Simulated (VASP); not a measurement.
# Al (P6_3/mmc) in VASP: further runs, part 2 of 2

VASP 6.6.1. The steps go on from the part before.

## (3) Single point, r2SCAN

This run uses another cell than the first one, of the same volume but with other edges.

The input, POSCAR:

```
Al
1.0
    2.8509869252      0.0000000000      0.0000000000
   -1.4254934626      2.4690271031      0.0000000000
    0.0000000000      0.0000000000      4.7361863651
Al
2
Direct
    0.6666666667      0.3333333333      0.7500000000
    0.3333333333      0.6666666667      0.2500000000
```

The input, INCAR.step1:

```
PREC = Accurate
ENCUT = 520
ISMEAR = 0
SIGMA = 0.15
LREAL = F
LASPH = T
NELM = 100
NBANDS = 10
GGA = PE
ALGO = Normal
EDIFF = 1E-4
LWAVE = T
LCHARG = F
```

The input, INCAR.step2:

```
PREC = Accurate
ENCUT = 520
EDIFF = 1E-7
ISMEAR = 0
SIGMA = 0.15
LREAL = F
LASPH = T
NELM = 100
ALGO = Normal
ISIF = 2
LWAVE = F
LCHARG = F
METAGGA = R2SCAN
LMIXTAU = T
NBANDS = 10
ISTART = 1
```

The input, KPOINTS:

```
regular mesh
0
Gamma
  24 24 12
```

Potentials or basis: VASP PAW PBE potentials, release 64 (Al).

Run with:

```console
> cat potpaw_PBE.64/Al/POTCAR > POTCAR
> cp INCAR.step1 INCAR
> mpirun -np 1 vasp_std > vasp.out
> cp INCAR.step2 INCAR
> mpirun -np 1 vasp_std > vasp.out
```

OUTCAR:

```text
PREC = Accurate
   ENCUT = 520
   EDIFF = 1E-7
   ISMEAR = 0
   LREAL = F
   LASPH = T
   NELM = 100
   ISIF = 2
   METAGGA = R2SCAN
   ISTART = 1

 ion  position               nearest neighbor table
   1  0.667  0.333  0.750-   2 2.88   2 2.88   2 2.88   2 2.88   2 2.88   2 2.88
   2  0.333  0.667  0.250-   1 2.88   1 2.88   1 2.88   1 2.88   1 2.88   1 2.88

  LATTYP: Found a hexagonal cell.
 ALAT       =     2.8509869252
 C/A-ratio  =     1.6612445056

  Lattice vectors:

 A1 = (   2.8509869252,   0.0000000000,   0.0000000000)
 A2 = (  -1.4254934626,   2.4690271031,   0.0000000000)
 A3 = (   0.0000000000,   0.0000000000,   4.7361863651)

Analysis of symmetry for initial positions (statically):
=====================================================================
 Subroutine PRICEL returns:
 Original cell was already a primitive cell.

 Routine SETGRP: Setting up the symmetry group for a
 hexagonal supercell.

 Subroutine GETGRP returns: Found 24 space group operations
 (whereof 12 operations were pure point group operations)
 out of a pool of 24 trial point group operations.

The static configuration has the point symmetry D_3d.
 The point group associated with its full space group is D_6h.

Analysis of symmetry for dynamics (positions and initial velocities):
=====================================================================
 Subroutine PRICEL returns:
 Original cell was already a primitive cell.

 Routine SETGRP: Setting up the symmetry group for a
 hexagonal supercell.

 Subroutine GETGRP returns: Found 24 space group operations
 (whereof 12 operations were pure point group operations)
 out of a pool of 24 trial point group operations.

The dynamic configuration has the point symmetry D_3d.
 The point group associated with its full space group is D_6h.

 Subroutine INISYM returns: Found 24 space group operations
 (whereof 12 operations are pure point group operations),
 and found     1 'primitive' translations
[... 114 lines left out ...]
     AMIX     =   0.40;   BMIX     =  1.00
     AMIX_MAG =   1.60;   BMIX_MAG =  1.00
  volume/ion in A,a.u.               =      16.67       112.49
  Fermi-wavevector in a.u.,A,eV,Ry     =   0.924291  1.746656 11.623640  0.854313
  Thomas-Fermi vector in A             =   2.050021
   LORBIT       =      0    0 simple, 1 ext, 2 COOP (PROOUT), +10 PAW based schemes
   METAGGA = R2SCAN    functional components
   LHFCALC =     F    Hartree Fock is set to
   AEXX    =    0.0000 exact exchange contribution
   IVDW    =     0    specifies the selected vdW correction
   LEPSILON=     F    determine dielectric tensor
   LRPA    =     F    only Hartree local field effects (RPA)
 non-spin polarized calculation
 Gauss-broadening in eV      SIGMA  =   0.15
  energy-cutoff  :      520.00
  volume of cell :       33.34
 maximum number of plane-waves:       912
 NGX is ok and might be reduce to    24

 number of electron       6.0000000 magnetization

 Free energy of the ion-electron system (eV)
  ---------------------------------------------------
  ext. energy  EPLUGINS =         0.00000000
  ---------------------------------------------------
  free energy    TOTEN  =       -13.38946910 eV

  energy without entropy =      -13.38208420  energy(sigma->0) =      -13.38577665

 E-fermi :   7.9135     XC(G=0): -10.8775

 val. band max:        7.9018960259   @ k =   0.3333   0.0833   0.0833
 cond. band min:       7.9444365970   @ k =   0.2917   0.2917   0.5000
 fundamental gap:      0.0425405711
 Fermi energy:         7.9135132331

 k-point     1 :       0.0000    0.0000    0.0000
  band No.  band energies     occupation
      1      -3.8647      2.00000
      2       2.8534      2.00000
      3       3.1696      2.00000
      4      19.4505      0.00000
      5      19.4505      0.00000
      6      19.7281      0.00000
      7      19.7281      0.00000
      8      20.4092      0.00000
      9      22.6308      0.00000
     10      23.0452      0.00000
[... 287 lines left out ...]
 k-point    24 :       0.4583    0.0417    0.0000
  band No.  band energies     occupation
      1       1.9733      2.00000
      2       2.9933      2.00000
      3       8.3194      0.00013
      4       8.8166      0.00000
      5       9.6310      0.00000
      6       9.9826      0.00000
      7      13.4058      0.00000
      8      16.7453      0.00000
      9      19.4233      0.00000
     10      19.4895      0.00000

 [... further k-points ...]
[... 5 lines left out ...]
  --------------------------------------------------------------------------------------
  -------------------------------------------------------------------------------------
  Total       -0.7059697     -0.7059697     -0.7820537      0.0000000      0.0000000      0.0000000
  in kB      -33.9271038    -33.9271038    -37.5835048      0.0000000      0.0000000      0.0000000
  external PRESSURE =     -35.1459041 kB  Pullay stress =       0.0000000 kB

 VOLUME and BASIS-vectors are now :
 -----------------------------------------------------------------------------
  energy-cutoff  :      520.00
  volume of cell :       33.34
      direct lattice vectors                 reciprocal lattice vectors
     2.850986925  0.000000000  0.000000000     0.350755730  0.202508915  0.000000000
    -1.425493463  2.469027103  0.000000000     0.000000000  0.405017830  0.000000000
     0.000000000  0.000000000  4.736186365     0.000000000  0.000000000  0.211140340

 POSITION                                       TOTAL-FORCE (eV/Angst)
 -----------------------------------------------------------------------------------
      1.42549      0.82301      3.55214        -0.000000      0.000000      0.000000
     -0.00000      1.64602      1.18405         0.000000     -0.000000      0.000000
 -----------------------------------------------------------------------------------
    total drift:                                0.000000     -0.000000     -0.000000

  FREE ENERGIE OF THE ION-ELECTRON SYSTEM (eV)
  ---------------------------------------------------
  free  energy   TOTEN  =       -13.3894690981 eV

  energy  without entropy=      -13.3820842018  energy(sigma->0) =      -13.38577665
```

OUTCAR.step1:

```text
PREC = Accurate
   ENCUT = 520
   ISMEAR = 0
   LREAL = F
   LASPH = T
[... 536 lines left out ...]
 -----------------------------------------------------------------------------------
      1.42549      0.82301      3.55214         0.000000     -0.000000      0.000000
     -0.00000      1.64602      1.18405        -0.000000      0.000000      0.000000
 -----------------------------------------------------------------------------------
    total drift:                                0.000000     -0.000000     -0.000000

  FREE ENERGIE OF THE ION-ELECTRON SYSTEM (eV)
  ---------------------------------------------------
  free  energy   TOTEN  =        -7.4343535696 eV

  energy  without entropy=       -7.4265333976  energy(sigma->0) =       -7.43044348
```

Run time: 4 min. Hardware: 1 thread of Intel Xeon 6975P-C, shared host; peak memory 0.24 GiB.

Results:

| Property | Result |
| --- | --- |
| Free energy | -13.3895 eV |
| Pressure | -3.5 GPa |
| Band gap on the k mesh | zero (band 3 reaches 12.13 eV, above the bottom of band 4 at 4.61 eV) |

Stress tensor (GPa, compression positive):
```
-3.39  0.00  0.00
 0.00 -3.39  0.00
 0.00  0.00 -3.76
```

Caveat: the PAW data sets were made with another functional, which shifts forces and pressure a little.

## (4) Single point, r2SCAN

This run uses another cell than the first one, of the same volume but with other edges.

The input, POSCAR:

```
Al
1.0
    2.7670852347      0.0000000000      0.0000000000
   -1.3835426173      2.3963661077      0.0000000000
    0.0000000000      0.0000000000      5.0277556248
Al
2
Direct
    0.6666666667      0.3333333333      0.7500000000
    0.3333333333      0.6666666667      0.2500000000
```

The input, INCAR.step1:

```
SYSTEM = Al
PREC = Accurate
ENCUT = 520
ISMEAR = 0
SIGMA = 0.15
LREAL = .False.
LASPH = .True.
NELM = 100
NBANDS = 10
GGA = PE
ALGO = Normal
EDIFF = 1E-4
LWAVE = .True.
LCHARG = .False.
```

The input, INCAR.step2:

```
SYSTEM = Al
PREC = Accurate
ENCUT = 520
EDIFF = 1E-6
ISMEAR = 0
SIGMA = 0.15
LREAL = .False.
LASPH = .True.
NELM = 100
ALGO = Normal
ISIF = 2
LWAVE = .False.
LCHARG = .True.
METAGGA = R2SCAN
LMIXTAU = .True.
LELF = .True.
LVHAR = .True.
NBANDS = 10
ISTART = 1
```

The input, KPOINTS:

```
Automatic mesh
0
Gamma
  24 24 12
  0 0 0
```

Potentials or basis: VASP PAW PBE potentials, release 64 (Al).

Run with:

```console
> cat potpaw_PBE.64/Al/POTCAR > POTCAR
> cp INCAR.step1 INCAR
> mpirun -np 1 vasp_std > vasp.out
> cp INCAR.step2 INCAR
> mpirun -np 1 vasp_std > vasp.out
```

OUTCAR:

```text
SYSTEM = Al
   PREC = Accurate
   ENCUT = 520
   EDIFF = 1E-6
   ISMEAR = 0
   LREAL = .False.
   LASPH = .True.
   NELM = 100
   ISIF = 2
   METAGGA = R2SCAN
   ISTART = 1

 ion  position               nearest neighbor table
   1  0.667  0.333  0.750-   2 2.98   2 2.98   2 2.98   2 2.98   2 2.98   2 2.98
   2  0.333  0.667  0.250-   1 2.98   1 2.98   1 2.98   1 2.98   1 2.98   1 2.98

  LATTYP: Found a hexagonal cell.
 ALAT       =     2.7670852347
 C/A-ratio  =     1.8169861780

  Lattice vectors:

 A1 = (   2.7670852347,   0.0000000000,   0.0000000000)
 A2 = (  -1.3835426173,   2.3963661077,   0.0000000000)
 A3 = (   0.0000000000,   0.0000000000,   5.0277556248)

Analysis of symmetry for initial positions (statically):
=====================================================================
 Subroutine PRICEL returns:
 Original cell was already a primitive cell.

 Routine SETGRP: Setting up the symmetry group for a
 hexagonal supercell.

 Subroutine GETGRP returns: Found 24 space group operations
 (whereof 12 operations were pure point group operations)
 out of a pool of 24 trial point group operations.

The static configuration has the point symmetry D_3d.
 The point group associated with its full space group is D_6h.

Analysis of symmetry for dynamics (positions and initial velocities):
=====================================================================
 Subroutine PRICEL returns:
 Original cell was already a primitive cell.

 Routine SETGRP: Setting up the symmetry group for a
 hexagonal supercell.

 Subroutine GETGRP returns: Found 24 space group operations
 (whereof 12 operations were pure point group operations)
 out of a pool of 24 trial point group operations.

The dynamic configuration has the point symmetry D_3d.
 The point group associated with its full space group is D_6h.

 Subroutine INISYM returns: Found 24 space group operations
 (whereof 12 operations are pure point group operations),
 and found     1 'primitive' translations

----------------------------------------------------------------------------------------

                                     Primitive cell

  volume of cell :      33.3388

  direct lattice vectors                    reciprocal lattice vectors
     2.767085235  0.000000000  0.000000000     0.361391108  0.208649254  0.000000000
    -1.383542617  2.396366108  0.000000000     0.000000000  0.417298507  0.000000000
     0.000000000  0.000000000  5.027755625     0.000000000  0.000000000  0.198895904

  length of vectors
     2.767085235  2.767085235  5.027755625     0.417298507  0.417298507  0.198895904

  position of ions in fractional coordinates (direct lattice)
     0.666666667  0.333333333  0.750000000
     0.333333333  0.666666667  0.250000000

  ion indices of the primitive-cell ions
   primitive index   ion index
                 1           1
                 2           2

----------------------------------------------------------------------------------------

 KPOINTS: Automatic mesh

Automatic generation of k-mesh.
 Grid dimensions read from file:
 generate k-points for:   24   24   12

 Generating k-lattice:

  Cartesian coordinates                     Fractional coordinates (reciprocal lattice)
     0.015057963  0.008693719  0.000000000     0.041666667  0.000000000  0.000000000
     0.000000000  0.017387438  0.000000000     0.000000000  0.041666667  0.000000000
     0.000000000  0.000000000  0.016574659     0.000000000  0.000000000  0.083333333

  Length of vectors
     0.017387438  0.017387438  0.016574659

  Shift w.r.t. Gamma in fractional coordinates (k-lattice)
     0.000000000  0.000000000  0.000000000

 Subroutine IBZKPT returns following result:
 ===========================================

 Found    427 irreducible k-points:

 Following reciprocal coordinates:
            Coordinates               Weight
  0.000000  0.000000  0.000000      1.000000
  0.041667  0.000000  0.000000      6.000000
  0.083333  0.000000  0.000000      6.000000
  0.125000  0.000000  0.000000      6.000000
  0.166667  0.000000  0.000000      6.000000
  0.208333  0.000000  0.000000      6.000000
[... 16 lines left out ...]
  0.416667  0.041667  0.000000     12.000000
  0.458333  0.041667  0.000000     12.000000
 [... further k-points ...]
   k-points           NKPTS =    427   k-points in BZ     NKDIM =    427   number of bands    NBANDS=     10
   number of dos      NEDOS =    301   number of ions     NIONS =      2
   total plane-waves  NPLWV =  23040
   dimension x,y,z NGX =    24 NGY =   24 NGZ =   40
   dimension x,y,z NGXF=    48 NGYF=   48 NGZF=   80
   ions per type =               2
   NGX,Y,Z   is equivalent  to a cutoff of  14.42, 14.42, 13.23 a.u.
   NGXF,Y,Z  is equivalent  to a cutoff of  28.84, 28.84, 26.45 a.u.
 SYSTEM =  Al
   PREC   = accura    normal or accurate (medium, high low for compatibility)
   ISTART =      1    job   : 0-new  1-cont  2-samecut
   ICHARG =      0    charge: 1-file 2-atom 10-const
   ISPIN  =      1    spin polarized calculation?
   LNONCOLLINEAR =      F non collinear calculations
   LSORBIT =      F    spin-orbit coupling
   LASPH  =      T    aspherical Exc in radial PAW
   ENCUT  =  520.0 eV  38.22 Ry    6.18 a.u.   5.14  5.14  9.35*2*pi/ulx,y,z
   NELM   =    100;   NELMIN=  2; NELMDL=  0     # of ELM steps
   EDIFF  = 0.1E-05   stopping-criterion for ELM
   LREAL  =      F    real-space projection
   EDIFFG = 0.1E-04   stopping-criterion for IOM
   NSW    =      0    number of steps for IOM
   IBRION =     -1    ionic relax: 0-MD 1-quasi-New 2-CG
   NFREE  =      0    steps in history (QN), initial steepest desc. (CG)
   ISIF   =      2    stress and relaxation
   ISYM   =      2    0-nonsym 1-usesym 2-fastsym
   POTIM  = 0.5000    time-step for ionic-motion
   TEBEG  =    0.0;   TEEND  =   0.0 temperature during run
   PSTRESS=    0.0 pullay stress
   NELECT =       6.0000    total number of electrons
   NUPDOWN=      -1.0000    fix difference up-down
   EMIN   =  10.00;   EMAX   =-10.00  energy-range for DOS
   EFERMI =   0.00;   METHOD = LEGACY
   ISMEAR =     0;   SIGMA  =   0.15  broadening in eV -4-tet -1-fermi 0-gaus
   EFERMI_NEDOS =   21; number of points for ismear=-14 and -15
   IALGO  =     38    algorithm
   IMIX   =      4    mixing-type and parameters
     AMIX     =   0.40;   BMIX     =  1.00
     AMIX_MAG =   1.60;   BMIX_MAG =  1.00
  volume/ion in A,a.u.               =      16.67       112.49
  Fermi-wavevector in a.u.,A,eV,Ry     =   0.924291  1.746656 11.623640  0.854313
  Thomas-Fermi vector in A             =   2.050021
   LORBIT       =      0    0 simple, 1 ext, 2 COOP (PROOUT), +10 PAW based schemes
   METAGGA = R2SCAN    functional components
   LHFCALC =     F    Hartree Fock is set to
   AEXX    =    0.0000 exact exchange contribution
   IVDW    =     0    specifies the selected vdW correction
   LEPSILON=     F    determine dielectric tensor
   LRPA    =     F    only Hartree local field effects (RPA)
 non-spin polarized calculation
 Gauss-broadening in eV      SIGMA  =   0.15
  energy-cutoff  :      520.00
  volume of cell :       33.34
 maximum number of plane-waves:       916
 NGX is ok and might be reduce to    24

 number of electron       6.0000000 magnetization

 Free energy of the ion-electron system (eV)
  ---------------------------------------------------
  ext. energy  EPLUGINS =         0.00000000
  ---------------------------------------------------
  free energy    TOTEN  =       -13.34255258 eV

  energy without entropy =      -13.33381406  energy(sigma->0) =      -13.33818332

 E-fermi :   7.8875     XC(G=0): -10.8710

 val. band max:        7.8859918127   @ k =   0.3750   0.0417   0.4167
 cond. band min:       7.8941217993   @ k =   0.2917   0.0417   0.2500
 fundamental gap:      0.0081299866
 Fermi energy:         7.8875073909

 k-point     1 :       0.0000    0.0000    0.0000
  band No.  band energies     occupation
      1      -3.8755      2.00000
      2       2.0586      2.00000
      3       2.4145      2.00000
      4      18.6845      0.00000
      5      19.6438      0.00000
      6      20.9096      0.00000
      7      20.9096      0.00000
      8      21.0007      0.00000
      9      21.0007      0.00000
     10      24.3840      0.00000
[... 287 lines left out ...]
 k-point    24 :       0.4583    0.0417    0.0000
  band No.  band energies     occupation
      1       2.2975      2.00000
      2       3.3691      2.00000
      3       8.0358      0.16200
      4       8.3203      0.00004
      5       9.3799      0.00000
      6       9.6188      0.00000
      7      14.4131      0.00000
      8      17.7658      0.00000
      9      19.3616      0.00000
     10      20.1588      0.00000

 [... further k-points ...]
[... 5 lines left out ...]
  --------------------------------------------------------------------------------------
  -------------------------------------------------------------------------------------
  Total       -0.0016039     -0.0016039     -1.4653170     -0.0000000     -0.0000000      0.0000000
  in kB       -0.0770783     -0.0770783    -70.4193973     -0.0000000     -0.0000000      0.0000000
  external PRESSURE =     -23.5245180 kB  Pullay stress =       0.0000000 kB

 VOLUME and BASIS-vectors are now :
 -----------------------------------------------------------------------------
  energy-cutoff  :      520.00
  volume of cell :       33.34
      direct lattice vectors                 reciprocal lattice vectors
     2.767085235  0.000000000  0.000000000     0.361391108  0.208649254  0.000000000
    -1.383542617  2.396366108  0.000000000     0.000000000  0.417298507  0.000000000
     0.000000000  0.000000000  5.027755625     0.000000000  0.000000000  0.198895904

 POSITION                                       TOTAL-FORCE (eV/Angst)
 -----------------------------------------------------------------------------------
      1.38354      0.79879      3.77082         0.000000     -0.000000      0.000000
     -0.00000      1.59758      1.25694        -0.000000      0.000000      0.000000
 -----------------------------------------------------------------------------------
    total drift:                                0.000000     -0.000000     -0.000000

  FREE ENERGIE OF THE ION-ELECTRON SYSTEM (eV)
  ---------------------------------------------------
  free  energy   TOTEN  =       -13.3425525789 eV

  energy  without entropy=      -13.3338140585  energy(sigma->0) =      -13.33818332
```

It took 4.2 min on 1 thread of Intel Xeon 6975P-C, shared host; peak memory 0.25 GiB.

Results:

| Property | Result |
| --- | --- |
| Free energy | -13.3426 eV |
| Pressure | -2.4 GPa |
| Band gap on the k mesh | zero (band 3 reaches 11.31 eV, above the bottom of band 4 at 4.84 eV) |

Caveat: the PAW data sets were made with another functional, which shifts forces and pressure a little.

## (5) The runs side by side

| cell | gap on the mesh (eV) | pressure (GPa) |
| --- | --- | --- |
| a = 2.725, b = 2.725, c = 5.186 Å, angles 90.0, 90.0, 120.0°, 2 atoms | none | -1.0 |
| a = 2.851, b = 2.851, c = 4.736 Å, angles 90.0, 90.0, 120.0°, 2 atoms | none | -3.5 |
| a = 2.767, b = 2.767, c = 5.028 Å, angles 90.0, 90.0, 120.0°, 2 atoms | none | -2.4 |

Alike in all rows: task single point; level r2SCAN; potentials or basis VASP PAW PBE potentials, release 64 (Al); no spin polarisation; k mesh 24 × 24 × 12; cutoff (eV) 520; smearing gaussian 0.15 eV.

Caveats: the PAW data sets were made with another functional, which shifts forces and pressure a little.

Absolute energies hang on the potentials; compare differences alone.
